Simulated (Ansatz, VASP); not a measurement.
## Mg: VASP beside Ansatz

File INCAR:

```
SYSTEM = Mg
ALGO = Normal
EDIFF = 1E-6
ENCUT = 520
GGA = PE
ISIF = 2
ISMEAR = 0
LASPH = .True.
LCHARG = .True.
LELF = .True.
LREAL = .False.
LVHAR = .True.
LWAVE = .False.
NBANDS = 7
NELM = 100
PREC = Accurate
SIGMA = 0.05
```

KPOINTS

```
k-points
0
Gamma
  18 18 18
  0 0 0
```

The input POSCAR:

```
Mg
1.0
   -1.7727644967      1.7727644967      1.7727644967
    1.7727644967     -1.7727644967      1.7727644967
    1.7727644967      1.7727644967     -1.7727644967
Mg
1
Direct
    0.0000000000      0.0000000000      0.0000000000
```

Input for Ansatz:

```yaml
crystal:
  lattice:
    - [-1.7727644967, 1.7727644967, 1.7727644967]
    - [1.7727644967, -1.7727644967, 1.7727644967]
    - [1.7727644967, 1.7727644967, -1.7727644967]
  atoms:
    - { symbol: Mg, position: [0.0, 0.0, 0.0] }
basis:
  ecutwfc: 420
  ecutrho_ratio: 4
kpoints:
  mp_grid: { grid: [18, 18, 18] }
hamiltonian:
  xc: pbe
scf:
  occupations: { method: gaussian, width: 0.05 }
output:
  forces: true
  stress: true
  eigenvalues: true
```

Alike in both runs: task single point; functional PBE; k mesh 18 × 18 × 18; occupations gaussian, width 0.05 eV; no spin polarisation.

|  | VASP | Ansatz |
| --- | --- | --- |
| version | VASP 6.6.1 | Ansatz 0.2.0 |
| potentials or method | VASP PAW PBE potentials, release 64 (Mg), cutoff 520 eV | scalar-relativistic, plane waves, PAW |
| valence electrons in the cell | 2 | 10 |

VASP gave:

```
gap on the k mesh at the Fermi level (eV) : none
pressure (GPa)                            : 0.9
```

Question: Estimate Ansatz's values.

Answer: gap on the k mesh at the Fermi level (eV): none; pressure (GPa): 1.1.

A gap of «none» marks a metal or a gap that the smearing closes. With one functional, cell and mesh, what is left measures potentials, basis and numerics. VASP's potentials hold 2 valence electrons a cell and Ansatz's 10, so a difference there can come from the potentials and not from the codes.
